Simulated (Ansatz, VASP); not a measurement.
**CsI in VASP and in Ansatz**

```xyz
2
Lattice="4.5667 0.0000 0.0000 0.0000 4.5667 0.0000 0.0000 0.0000 4.6580" Properties=species:S:1:pos:R:3 pbc="T T T"
Cs    0.0000    0.0000    0.0000
I     2.2833    2.2833    2.3290
```

Change from the starting cell: strain +0.0200 x Voigt [0, 0, 1, 0, 0, 0], atoms carried along.

Alike in both runs: task single point; functional r2SCAN; k mesh 6 × 6 × 6; occupations gaussian, width 0.05 eV; no spin polarisation.

|  | VASP | Ansatz |
| --- | --- | --- |
| version | VASP 6.6.1 | Ansatz 0.2.0 |
| potentials or method | VASP PAW PBE potentials, release 64 (Cs_sv, I), cutoff 550 eV | scalar-relativistic, plane waves, PAW |
| valence electrons in the cell | 16 | 26 |

|  | VASP | Ansatz | Ansatz less VASP |
| --- | --- | --- | --- |
| gap on the k mesh at the Fermi level (eV) | 4.47 | 4.49 | +0.017 |
| least direct gap on the mesh (eV) | 4.56 | 4.57 | +0.015 |
| pressure (GPa) | 0.1 | 0.1 | -0.03 |
| traceless stress, the component that is largest in VASP (GPa) | -0.24 | -0.24 | 0.000 |

VASP's potentials were made for PBE, not for r2SCAN. VASP's potentials hold 16 valence electrons a cell and Ansatz's 26, so a difference there can come from the potentials and not from the codes.

Spin-orbit coupling is off throughout.
